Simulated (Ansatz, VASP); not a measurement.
## TePb: VASP beside Ansatz

The input INCAR:

```
PREC = Accurate
ENCUT = 500
EDIFF = 1E-6
ISMEAR = 0
SIGMA = 0.05
LREAL = False
LASPH = True
NELM = 120
ALGO = Normal
ISIF = 2
LWAVE = False
LCHARG = True
GGA = RE
LELF = True
LVHAR = True
NBANDS = 17
GGA_COMPAT = False
```

The input KPOINTS:

```
Automatic mesh
0
Gamma
  6 6 6
```

The input POSCAR:

```
TePb
1.0
    0.0000000000      3.2514062571      3.2514062571
    3.2514062571      0.0000000000      3.2514062571
    3.2514062571      3.2514062571      0.0000000000
Pb Te
1 1
Direct
    0.5000000000      0.5000000000      0.5000000000
    0.0000000000      0.0000000000      0.0000000000
```

Input for Ansatz:

```yaml
crystal:
  lattice:
    - [0.0, 3.2514062571, 3.2514062571]
    - [3.2514062571, 0.0, 3.2514062571]
    - [3.2514062571, 3.2514062571, 0.0]
  atoms:
    - { symbol: Pb, position: [0.5, 0.5, 0.5] }
    - { symbol: Te, position: [0.0, 0.0, 0.0] }
basis:
  ecutwfc: 420
  ecutrho_ratio: 4
kpoints:
  mp_grid: { grid: [6, 6, 6] }
hamiltonian:
  xc: revpbe
scf:
  occupations: { method: gaussian, width: 0.05 }
output:
  forces: true
  stress: true
  eigenvalues: true
```

Alike in both runs: task single point; functional revPBE; k mesh 6 × 6 × 6; occupations gaussian, width 0.05 eV; no spin polarisation.

|  | VASP | Ansatz |
| --- | --- | --- |
| version | VASP 6.6.1 | Ansatz 0.2.0 |
| potentials or method | VASP PAW PBE potentials, release 64 (Pb_d, Te), cutoff 500 eV | scalar-relativistic, plane waves, PAW |
| valence electrons in the cell | 20 | 30 |

|  | VASP | Ansatz | Ansatz less VASP |
| --- | --- | --- | --- |
| gap on the k mesh at the Fermi level (eV) | 0.82 | 0.82 | -0.005 |
| least direct gap on the mesh (eV) | 0.82 | 0.82 | -0.005 |
| pressure (GPa) | 2.3 | 2.3 | +0.07 |

VASP's potentials were made for PBE, not for revPBE. VASP's potentials hold 20 valence electrons a cell and Ansatz's 30, so a difference there can come from the potentials and not from the codes.

Neither program's run includes spin-orbit coupling.
